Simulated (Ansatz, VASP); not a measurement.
## One calculation of Ge, two programs

File POSCAR:

```
Ge
1.0
    0.0000000000      2.6873315000      2.8287700000
    2.6873315000      0.0000000000      2.8287700000
    2.6873315000      2.6873315000      0.0000000000
Ge
2
Direct
    0.5000000000      0.5000000000      0.5000000000
    0.7500000000      0.7500000000      0.7500000000
```

INCAR.step1

```
PREC = Accurate
ENCUT = 520
ISMEAR = 0
SIGMA = 0.05
LREAL = F
LASPH = T
NELM = 60
NBANDS = 21
GGA = PE
ALGO = Normal
EDIFF = 1E-4
LWAVE = T
LCHARG = F
```

The input INCAR.step2:

```
PREC = Accurate
ENCUT = 520
EDIFF = 1E-7
ISMEAR = 0
SIGMA = 0.05
LREAL = F
LASPH = T
NELM = 60
ALGO = Normal
ISIF = 2
LWAVE = F
LCHARG = F
METAGGA = R2SCAN
LMIXTAU = T
NBANDS = 21
ISTART = 1
```

The input KPOINTS:

```
Automatic mesh
0
Gamma
  10 10 10
```

Input for Ansatz:

```yaml
crystal:
  lattice:
    - [0.0, 2.6873315, 2.82877]
    - [2.6873315, 0.0, 2.82877]
    - [2.6873315, 2.6873315, 0.0]
  atoms:
    - { symbol: Ge, position: [0.5, 0.5, 0.5] }
    - { symbol: Ge, position: [0.75, 0.75, 0.75] }
basis:
  ecutwfc: 500
kpoints:
  mp_grid: { grid: [10, 10, 10] }
hamiltonian:
  xc: r2scan
scf:
  occupations: { method: gaussian, width: 0.05 }
output:
  forces: true
  stress: true
  eigenvalues: true
  write_density: true
  write_potential: true
  elf: true
  volumetric_format: npy
```

Change from the starting cell: strain -0.050 along x and y, +0.000 along z, atoms carried along.

Alike in both runs: task single point; functional r2SCAN; k mesh 10 × 10 × 10; occupations gaussian, width 0.05 eV; no spin polarisation.

|  | VASP | Ansatz |
| --- | --- | --- |
| version | VASP 6.6.1 | Ansatz 0.2.0 |
| potentials or method | VASP PAW PBE potentials, release 64 (Ge_d), cutoff 520 eV | scalar-relativistic, plane waves, PAW |
| valence electrons in the cell | 28 | 28 |

```tsv
	VASP	Ansatz	Ansatz less VASP
gap on the k mesh at the Fermi level (eV)	0.28	0.29	+0.012
least direct gap on the mesh (eV)	1.24	1.29	+0.052
pressure (GPa)	10.4	10.3	-0.12
traceless stress, the component that is largest in VASP (GPa)	-3.30	-3.31	-0.007
```

VASP's potentials were made for PBE, not for r2SCAN.
